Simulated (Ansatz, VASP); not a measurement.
**SrO: VASP beside Ansatz**

The input INCAR:

```
PREC     = Accurate       # precision mode
ENCUT    = 520            # plane-wave cutoff, eV
EDIFF    = 1E-8           # SCF threshold, eV
ISMEAR   = -1             # smearing method
SIGMA    = 0.02           # smearing width, eV
LREAL    = F              # projectors in reciprocal space
LASPH    = T              # aspherical terms in the spheres
NELM     = 100            # most SCF steps
ALGO     = Normal         # electronic algorithm
ISIF     = 2              # what is computed and relaxed
LWAVE    = F              # write WAVECAR
LCHARG   = F              # write CHGCAR
GGA      = PE             # functional
LEFG     = T            
NBANDS   = 15             # bands
```

KPOINTS

```
Automatic mesh
0
Gamma
  8 8 8
```

Contents of POSCAR:

```
SrO
1.0
   -0.0770940000      2.5312530000      2.5312530000
    2.5312530000     -0.0770940000      2.5312530000
    2.5312530000      2.5312530000     -0.0770940000
Sr O
1 1
Direct
    0.0000000000      0.0000000000      0.0000000000
    0.5000000000      0.5000000000      0.5000000000
```

Input for Ansatz:

```yaml
crystal:
  lattice:
    - [-0.077094, 2.531253, 2.531253]
    - [2.531253, -0.077094, 2.531253]
    - [2.531253, 2.531253, -0.077094]
  atoms:
    - { symbol: Sr, position: [0.0, 0.0, 0.0] }
    - { symbol: O, position: [0.5, 0.5, 0.5] }
kpoints:
  mp_grid: { grid: [8, 8, 8] }
scf:
  occupations: { method: fermi_dirac, width: 0.02 }
hamiltonian:
  xc: pbe
  pseudopotentials: { kind: all_electron, datasets: crystal }
output:
  forces: true
  stress: true
  eigenvalues: true
  efg: { contact_densities: true }
```

Change from the starting cell: equal xy, yz and zx shear strains of -3 %, crystal datasets.

Alike in both runs: task electric field gradients; functional PBE; k mesh 8 × 8 × 8; occupations fermi-dirac, width 0.02 eV; no spin polarisation.

|  | VASP | Ansatz |
| --- | --- | --- |
| version | VASP 6.6.1 | Ansatz 0.2.0 |
| potentials or method | VASP PAW PBE potentials, release 64 (Sr_sv, O), cutoff 520 eV | all-electron PAW with datasets made for the crystal, scalar-relativistic |

VASP gave:

| Property | Result |
| --- | --- |
| gap on the k mesh at the Fermi level (eV) | 3.19 |
| pressure (GPa) | 3.5 |
| traceless stress, the component that is largest in VASP (GPa) | 1.49 |
| size of Vzz on the site where it differs most (V/Å²) | 22.2 |

Problem. Estimate Ansatz's values.

Solution. gap on the k mesh at the Fermi level (eV): 3.24; pressure (GPa): 2.9; traceless stress, the component that is largest in VASP (GPa): 1.49; size of Vzz on the site where it differs most (V/Å²): 22.0.

Ansatz ran all-electron here, and VASP with PAW potentials.
